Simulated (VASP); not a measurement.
# Ca (P6_3/mmc) in VASP: further runs

Ca is run at these levels: RPBE, PBE; tasks: single point, relaxation of the atoms.

Program: VASP 6.6.1. These are calculated values, not measurements. Logs are shortened: lines on timing, memory, paths and dates and some standing lists are left out, and cuts for length are marked.

### 1 The cell of the first run

It takes space group P6_3/mmc (No. 194, hexagonal). The conventional cell has a = 3.980 Å, b = 3.980 Å, c = 6.520 Å, α = 90.00°, β = 90.00°, γ = 120.00°. Ca (site symmetry -6m2) has 12 Ca at 3.98 to 3.99 Å within 5.2 Å.

### 2 Single point, RPBE

INCAR

```
  ALGO = Normal
  EDIFF = 1E-6
  ENCUT = 520
  GGA = RP
  ISIF = 2
  ISMEAR = 0
  LASPH = T
  LCHARG = F
  LREAL = F
  LWAVE = F
  NBANDS = 17
  NELM = 100
  PREC = Accurate
  SIGMA = 0.1
```

KPOINTS

```
k-points
0
Gamma
  8 8 4
```

POSCAR

```
Ca
1.0
    3.9800000000      0.0000000000      0.0000000000
   -1.9900000000      3.4467811071      0.0000000000
    0.0000000000      0.0000000000      6.5200000000
Ca
2
Direct
    0.6666666667      0.3333333333      0.7500000000
    0.3333333333      0.6666666667      0.2500000000
```

Potentials or basis: VASP PAW PBE potentials, release 64 (Ca_sv).

Launch:

```console
cat potpaw_PBE.64/Ca_sv/POTCAR > POTCAR
mpirun -np 1 vasp_std > vasp.out
```

OUTCAR:

```text
EDIFF = 1E-6
   ENCUT = 520
   GGA = RP
   ISIF = 2
   ISMEAR = 0
   LASPH = T
   LREAL = F
   NELM = 100
   PREC = Accurate

 ion  position               nearest neighbor table
   1  0.667  0.333  0.750-
   2  0.333  0.667  0.250-

  LATTYP: Found a hexagonal cell.
 ALAT       =     3.9800000000
 C/A-ratio  =     1.6381909548

  Lattice vectors:

 A1 = (   3.9800000000,   0.0000000000,   0.0000000000)
 A2 = (  -1.9900000000,   3.4467811071,   0.0000000000)
 A3 = (   0.0000000000,   0.0000000000,   6.5200000000)

Analysis of symmetry for initial positions (statically):
=====================================================================
 Subroutine PRICEL returns:
 Original cell was already a primitive cell.

 Routine SETGRP: Setting up the symmetry group for a
 hexagonal supercell.

 Subroutine GETGRP returns: Found 24 space group operations
 (whereof 12 operations were pure point group operations)
 out of a pool of 24 trial point group operations.

The static configuration has the point symmetry D_3d.
 The point group associated with its full space group is D_6h.

Analysis of symmetry for dynamics (positions and initial velocities):
=====================================================================
 Subroutine PRICEL returns:
 Original cell was already a primitive cell.

 Routine SETGRP: Setting up the symmetry group for a
 hexagonal supercell.

 Subroutine GETGRP returns: Found 24 space group operations
 (whereof 12 operations were pure point group operations)
 out of a pool of 24 trial point group operations.

The dynamic configuration has the point symmetry D_3d.
 The point group associated with its full space group is D_6h.

 Subroutine INISYM returns: Found 24 space group operations
 (whereof 12 operations are pure point group operations),
 and found     1 'primitive' translations

----------------------------------------------------------------------------------------

                                     Primitive cell

  volume of cell :      89.4426

  direct lattice vectors                    reciprocal lattice vectors
     3.980000000  0.000000000  0.000000000     0.251256281  0.145062882  0.000000000
    -1.990000000  3.446781107  0.000000000     0.000000000  0.290125763  0.000000000
     0.000000000  0.000000000  6.520000000     0.000000000  0.000000000  0.153374233

  length of vectors
     3.980000000  3.980000000  6.520000000     0.290125763  0.290125763  0.153374233

  position of ions in fractional coordinates (direct lattice)
     0.666666667  0.333333333  0.750000000
     0.333333333  0.666666667  0.250000000

  ion indices of the primitive-cell ions
   primitive index   ion index
                 1           1
                 2           2

----------------------------------------------------------------------------------------

 KPOINTS: k-points

Automatic generation of k-mesh.
 Grid dimensions read from file:
 generate k-points for:    8    8    4

 Generating k-lattice:

  Cartesian coordinates                     Fractional coordinates (reciprocal lattice)
     0.031407035  0.018132860  0.000000000     0.125000000  0.000000000  0.000000000
     0.000000000  0.036265720  0.000000000     0.000000000  0.125000000  0.000000000
     0.000000000  0.000000000  0.038343558     0.000000000  0.000000000  0.250000000

  Length of vectors
     0.036265720  0.036265720  0.038343558

  Shift w.r.t. Gamma in fractional coordinates (k-lattice)
     0.000000000  0.000000000  0.000000000

 Subroutine IBZKPT returns following result:
 ===========================================

 Found     30 irreducible k-points:

 Following reciprocal coordinates:
            Coordinates               Weight
  0.000000  0.000000  0.000000      1.000000
  0.125000 -0.000000  0.000000      6.000000
  0.250000 -0.000000  0.000000      6.000000
  0.375000  0.000000  0.000000      6.000000
  0.500000 -0.000000  0.000000      3.000000
  0.125000  0.125000  0.000000      6.000000
[... 16 lines left out ...]
  0.250000 -0.000000  0.500000      6.000000
  0.375000  0.000000  0.500000      6.000000
 [... further k-points ...]
   k-points           NKPTS =     30   k-points in BZ     NKDIM =     30   number of bands    NBANDS=     17
   number of dos      NEDOS =    301   number of ions     NIONS =      2
   total plane-waves  NPLWV =  43200
   dimension x,y,z NGX =    30 NGY =   30 NGZ =   48
   dimension x,y,z NGXF=    60 NGYF=   60 NGZF=   96
   ions per type =               2
   NGX,Y,Z   is equivalent  to a cutoff of  12.53, 12.53, 12.24 a.u.
   NGXF,Y,Z  is equivalent  to a cutoff of  25.06, 25.06, 24.48 a.u.
 SYSTEM =  unknown system
   PREC   = accura    normal or accurate (medium, high low for compatibility)
   ISTART =      0    job   : 0-new  1-cont  2-samecut
   ICHARG =      2    charge: 1-file 2-atom 10-const
   ISPIN  =      1    spin polarized calculation?
   LNONCOLLINEAR =      F non collinear calculations
   LSORBIT =      F    spin-orbit coupling
   LASPH  =      T    aspherical Exc in radial PAW
   ENCUT  =  520.0 eV  38.22 Ry    6.18 a.u.   7.40  7.40 12.12*2*pi/ulx,y,z
   NELM   =    100;   NELMIN=  2; NELMDL= -5     # of ELM steps
   EDIFF  = 0.1E-05   stopping-criterion for ELM
   LREAL  =      F    real-space projection
   EDIFFG = 0.1E-04   stopping-criterion for IOM
   NSW    =      0    number of steps for IOM
   IBRION =     -1    ionic relax: 0-MD 1-quasi-New 2-CG
   NFREE  =      0    steps in history (QN), initial steepest desc. (CG)
   ISIF   =      2    stress and relaxation
   ISYM   =      2    0-nonsym 1-usesym 2-fastsym
   POTIM  = 0.5000    time-step for ionic-motion
   TEBEG  =    0.0;   TEEND  =   0.0 temperature during run
   PSTRESS=    0.0 pullay stress
   NELECT =      20.0000    total number of electrons
   NUPDOWN=      -1.0000    fix difference up-down
   EMIN   =  10.00;   EMAX   =-10.00  energy-range for DOS
   EFERMI =   0.00;   METHOD = LEGACY
   ISMEAR =     0;   SIGMA  =   0.10  broadening in eV -4-tet -1-fermi 0-gaus
   EFERMI_NEDOS =   21; number of points for ismear=-14 and -15
   IALGO  =     38    algorithm
   IMIX   =      4    mixing-type and parameters
     AMIX     =   0.40;   BMIX     =  1.00
     AMIX_MAG =   1.60;   BMIX_MAG =  1.00
  volume/ion in A,a.u.               =      44.72       301.79
  Fermi-wavevector in a.u.,A,eV,Ry     =   0.993657  1.877740 13.433783  0.987355
  Thomas-Fermi vector in A             =   2.125555
   LORBIT       =      0    0 simple, 1 ext, 2 COOP (PROOUT), +10 PAW based schemes
   GGA     = RP    functional components
   LHFCALC =     F    Hartree Fock is set to
   AEXX    =    0.0000 exact exchange contribution
   IVDW    =     0    specifies the selected vdW correction
   LEPSILON=     F    determine dielectric tensor
   LRPA    =     F    only Hartree local field effects (RPA)
 non-spin polarized calculation
 Gauss-broadening in eV      SIGMA  =   0.10
  energy-cutoff  :      520.00
  volume of cell :       89.44
 maximum number of plane-waves:      2436
 NGX is ok and might be reduce to    30
   NGX = 15   NGY = 15   NGZ = 25

 number of electron      20.0000006 magnetization

 Free energy of the ion-electron system (eV)
  ---------------------------------------------------
  ext. energy  EPLUGINS =         0.00000000
  ---------------------------------------------------
  free energy    TOTEN  =        -3.49216558 eV

  energy without entropy =       -3.48331432  energy(sigma->0) =       -3.48773995

 E-fermi :   1.8772     XC(G=0):  -7.4371

 val. band max:        1.8029748459   @ k =   0.3750   0.2500   0.5000
 cond. band min:       1.9193127990   @ k =   0.2500   0.1250   0.0000
 fundamental gap:      0.1163379530
 Fermi energy:         1.8772477489

 k-point     1 :       0.0000    0.0000    0.0000
  band No.  band energies     occupation
      1     -40.4231      2.00000
      2     -40.4132      2.00000
      3     -21.3884      2.00000
      4     -21.3055      2.00000
      5     -21.3055      2.00000
      6     -21.2904      2.00000
[... 9 lines left out ...]
     16       4.4270      0.00000
     17       4.8007      0.00000

 k-point     2 :       0.1250   -0.0000    0.0000
  band No.  band energies     occupation
      1     -40.4217      2.00000
      2     -40.4125      2.00000
      3     -21.3830      2.00000
      4     -21.3177      2.00000
      5     -21.3093      2.00000
      6     -21.3030      2.00000
[... 9 lines left out ...]
     16       4.5546      0.00000
     17       4.5956      0.00000

 k-point     3 :       0.2500   -0.0000    0.0000
  band No.  band energies     occupation
      1     -40.4184      2.00000
      2     -40.4111      2.00000
      3     -21.3688      2.00000
      4     -21.3473      2.00000
      5     -21.3327      2.00000
      6     -21.3183      2.00000
[... 9 lines left out ...]
     16       4.7305      0.00000
     17       4.7583      0.00000

 k-point     4 :       0.3750    0.0000    0.0000
  band No.  band energies     occupation
      1     -40.4148      2.00000
      2     -40.4099      2.00000
      3     -21.3773      2.00000
      4     -21.3617      2.00000
      5     -21.3510      2.00000
      6     -21.3270      2.00000
[... 9 lines left out ...]
     16       5.2273      0.00000
     17       5.4420      0.00000

 k-point     5 :       0.5000   -0.0000    0.0000
  band No.  band energies     occupation
      1     -40.4130      2.00000
      2     -40.4097      2.00000
      3     -21.3898      2.00000
      4     -21.3735      2.00000
      5     -21.3407      2.00000
      6     -21.3306      2.00000
[... 9 lines left out ...]
     16       5.7853      0.00000
     17       5.8807      0.00000

 k-point     6 :       0.1250    0.1250    0.0000
  band No.  band energies     occupation
      1     -40.4194      2.00000
      2     -40.4115      2.00000
      3     -21.3733      2.00000
      4     -21.3352      2.00000
      5     -21.3285      2.00000
      6     -21.3123      2.00000
[... 9 lines left out ...]
     16       4.5467      0.00000
     17       4.6355      0.00000

 k-point     7 :       0.2500    0.1250    0.0000
  band No.  band energies     occupation
      1     -40.4159      2.00000
      2     -40.4102      2.00000
      3     -21.3623      2.00000
      4     -21.3569      2.00000
      5     -21.3528      2.00000
      6     -21.3256      2.00000
[... 9 lines left out ...]
     16       4.8829      0.00000
     17       5.1882      0.00000

 k-point     8 :       0.3750    0.1250    0.0000
  band No.  band energies     occupation
      1     -40.4130      2.00000
      2     -40.4097      2.00000
      3     -21.3830      2.00000
      4     -21.3677      2.00000
      5     -21.3409      2.00000
      6     -21.3359      2.00000
[... 9 lines left out ...]
     16       5.3381      0.00000
     17       5.7047      0.00000
[... 203 lines left out ...]
      1     -40.4125      2.00000
      2     -40.4102      2.00000
      3     -21.3746      2.00000
      4     -21.3735      2.00000
      5     -21.3428      2.00000
      6     -21.3328      2.00000
[... 9 lines left out ...]
     16       5.0762      0.00000
     17       5.3432      0.00000

 k-point    20 :       0.3750    0.2500    0.2500
  band No.  band energies     occupation
      1     -40.4111      2.00000
      2     -40.4102      2.00000
      3     -21.3781      2.00000
      4     -21.3695      2.00000
      5     -21.3560      2.00000
      6     -21.3384      2.00000
[... 9 lines left out ...]
     16       5.1635      0.00000
     17       5.5062      0.00000

 k-point    21 :       0.0000    0.0000    0.5000
  band No.  band energies     occupation
      1     -40.4181      2.00000
      2     -40.4181      2.00000
      3     -21.3348      2.00000
      4     -21.3348      2.00000
      5     -21.2980      2.00000
      6     -21.2980      2.00000
[... 9 lines left out ...]
     16       4.1284      0.00000
     17       5.4060      0.00000

 k-point    22 :       0.1250   -0.0000    0.5000
  band No.  band energies     occupation
      1     -40.4171      2.00000
      2     -40.4171      2.00000
      3     -21.3379      2.00000
      4     -21.3379      2.00000
      5     -21.3055      2.00000
      6     -21.3055      2.00000
[... 9 lines left out ...]
     16       4.2508      0.00000
     17       5.3797      0.00000

 k-point    23 :       0.2500   -0.0000    0.5000
  band No.  band energies     occupation
      1     -40.4147      2.00000
      2     -40.4147      2.00000
      3     -21.3562      2.00000
      4     -21.3562      2.00000
      5     -21.3128      2.00000
      6     -21.3128      2.00000
[... 9 lines left out ...]
     16       4.5216      0.00000
     17       5.3955      0.00000

 k-point    24 :       0.3750    0.0000    0.5000
  band No.  band energies     occupation
      1     -40.4123      2.00000
      2     -40.4123      2.00000
      3     -21.3822      2.00000
      4     -21.3822      2.00000
      5     -21.3154      2.00000
      6     -21.3154      2.00000
[... 9 lines left out ...]
     16       4.6662      0.00000
     17       5.5629      0.00000

 [... further k-points ...]
[... 5 lines left out ...]
  --------------------------------------------------------------------------------------
  -------------------------------------------------------------------------------------
  Total       -0.0678735     -0.0678735      0.0947007      0.0000000      0.0000000      0.0000000
  in kB       -1.2158112     -1.2158112      1.6963651      0.0000000      0.0000000      0.0000000
  external PRESSURE =      -0.2450858 kB  Pullay stress =       0.0000000 kB

 VOLUME and BASIS-vectors are now :
 -----------------------------------------------------------------------------
  energy-cutoff  :      520.00
  volume of cell :       89.44
      direct lattice vectors                 reciprocal lattice vectors
     3.980000000  0.000000000  0.000000000     0.251256281  0.145062882  0.000000000
    -1.990000000  3.446781107  0.000000000     0.000000000  0.290125763  0.000000000
     0.000000000  0.000000000  6.520000000     0.000000000  0.000000000  0.153374233

 POSITION                                       TOTAL-FORCE (eV/Angst)
 -----------------------------------------------------------------------------------
      1.99000      1.14893      4.89000         0.000000     -0.000000      0.000000
     -0.00000      2.29785      1.63000        -0.000000      0.000000      0.000000
 -----------------------------------------------------------------------------------
    total drift:                                0.000000     -0.000000      0.000000

  FREE ENERGIE OF THE ION-ELECTRON SYSTEM (eV)
  ---------------------------------------------------
  free  energy   TOTEN  =        -3.4921655759 eV

  energy  without entropy=       -3.4833143240  energy(sigma->0) =       -3.48773995
```

Run time: 60 s. Hardware: 1 thread of AMD EPYC 7R43 (Zen 3), shared host; peak memory 0.17 GiB.

What came out:

```yaml
Free_energy: -3.4922 eV
Pressure: 0.0 GPa
Band_gap_on_the_k_mesh: zero (band 10 reaches 2.17 eV, above the bottom of band 11 at 1.60 eV)
```

Caveat: the PAW data sets were made with another functional, which shifts forces and pressure a little.

### 3 Single point, PBE

This run uses another cell than the first one, of 45.62 Å³/atom, 1.020 times its volume.

INCAR

```
PREC = Accurate
ENCUT = 520
EDIFF = 1E-6
ISMEAR = -1
SIGMA = 0.05
LREAL = False
LASPH = True
NELM = 80
ALGO = Normal
ISIF = 2
LWAVE = False
LCHARG = True
GGA = PE
LELF = True
LVHAR = True
NBANDS = 17
```

KPOINTS

```
regular mesh
0
Gamma
  8 8 4
```

Changes to POSCAR since step 2:

```diff
@@ -4,3 +4,3 @@
    -1.9900000000      3.4467811071      0.0000000000
-    0.0000000000      0.0000000000      6.5200000000
+    0.0000000000      0.0000000000      6.6504000000
 Ca
```

Potentials or basis: VASP PAW PBE potentials, release 64 (Ca_sv).

Launch:

```console
cat potpaw_PBE.64/Ca_sv/POTCAR > POTCAR
mpirun -np 1 vasp_std > vasp.out
```

It took 72 s on 1 thread of Intel Xeon 8259CL, shared host; peak memory 0.21 GiB.

The run converged. Its results:

```
Free energy            : -3.8419 eV
Pressure               : -1.1 GPa
Band gap on the k mesh : zero (band 10 reaches 1.99 eV, above the bottom of band 11 at 1.37 eV)
```

Stress tensor (GPa, compression positive):
```
-0.98  0.00  0.00
 0.00 -0.98  0.00
 0.00  0.00 -1.43
```

Levels at points of the mesh, in eV from the Fermi level:
```
           k point  band 7  band 8  band 9  band 10  band 11  band 12  band 13  band 14
(0.00, 0.00, 0.00)  -23.15  -23.14   -3.91    -1.07    -0.32     2.10     2.21     2.21
(0.50, 0.00, 0.00)  -23.16  -23.16   -1.06    -0.67     0.26     0.42     1.28     1.76
(0.00, 0.00, 0.50)  -23.15  -23.15   -2.98    -2.98     1.29     1.29     2.21     2.21
(0.50, 0.00, 0.50)  -23.17  -23.17   -0.63    -0.63     0.07     0.07     1.39     1.39
```

### 4 Relaxation of the atoms, PBE

This run uses another cell than the first one, of 45.62 Å³/atom, 1.020 times its volume.

INCAR

```
  ALGO = Normal
  EDIFF = 1E-6
  EDIFFG = -0.005
  ENCUT = 520
  GGA = PE
  IBRION = 2
  ISIF = 2
  ISMEAR = -1
  LASPH = True
  LCHARG = False
  LREAL = False
  LWAVE = False
  NELM = 100
  NSW = 80
  PREC = Accurate
  SIGMA = 0.05
```

KPOINTS

```
k-points
0
Gamma
  8 8 4
```

POSCAR is that of step 3.

Launch:

```console
cat potpaw_PBE.64/Ca_sv/POTCAR > POTCAR
mpirun -np 1 vasp_std > vasp.out
```

It took 74 s on 1 thread of Intel Xeon 8259CL, shared host; peak memory 0.21 GiB.

Results (log left out):

* Free energy: -3.8419 eV
* Pressure after relaxing: -1.1 GPa
* Band gap on the k mesh: zero (band 10 reaches 1.99 eV, above the bottom of band 11 at 1.37 eV)

Stress tensor (GPa, compression positive):
```
-0.98  0.00  0.00
 0.00 -0.98  0.00
 0.00  0.00 -1.43
```

Final structure:
```
Ca
1.0
     3.98000    0.00000    0.00000
    -1.99000    3.44678    0.00000
     0.00000    0.00000    6.65040
Ca
2
Cartesian
  1.9900 1.1489 4.9878
  0.0000 2.2979 1.6626
```

Levels at points of the mesh, in eV from the Fermi level:
```csv
k point,band 6,band 7,band 8,band 9,band 10,band 11,band 12,band 13,band 14
"(0.00, 0.00, 0.00)",-23.15,-23.15,-23.14,-3.91,-1.07,-0.32,2.10,2.21,2.21
"(0.50, 0.00, 0.00)",-23.18,-23.16,-23.16,-1.06,-0.67,0.26,0.42,1.28,1.76
"(0.00, 0.00, 0.50)",-23.15,-23.15,-23.15,-2.98,-2.98,1.29,1.29,2.21,2.21
"(0.50, 0.00, 0.50)",-23.17,-23.17,-23.17,-0.63,-0.63,0.07,0.07,1.39,1.39
```

Caveat: the relaxation stopped at its first step, so nothing moved.

### 5 Overview

```csv
task,level,cell,smearing,gap on the mesh (eV),pressure (GPa)
single point,RPBE,"a = 3.980, b = 3.980, c = 6.520 Å, angles 90.0, 90.0, 120.0°, 2 atoms",gaussian 0.1 eV,none,0.0
single point,PBE,"a = 3.980, b = 3.980, c = 6.650 Å, angles 90.0, 90.0, 120.0°, 2 atoms",fermi-dirac 0.05 eV,none,-1.1
relaxation of the atoms,PBE,"atoms relaxed from a = 3.980, b = 3.980, c = 6.650 Å, angles 90.0, 90.0, 120.0°, 2 atoms",fermi-dirac 0.05 eV,none,-1.1
```

Alike in all rows: potentials or basis VASP PAW PBE potentials, release 64 (Ca_sv); no spin polarisation; k mesh 8 × 8 × 4; cutoff (eV) 520.

Caveats: the PAW data sets were made with another functional, which shifts forces and pressure a little (some runs); the relaxation stopped at its first step, so nothing moved (some runs).

Absolute energies hang on the potentials; compare differences alone.
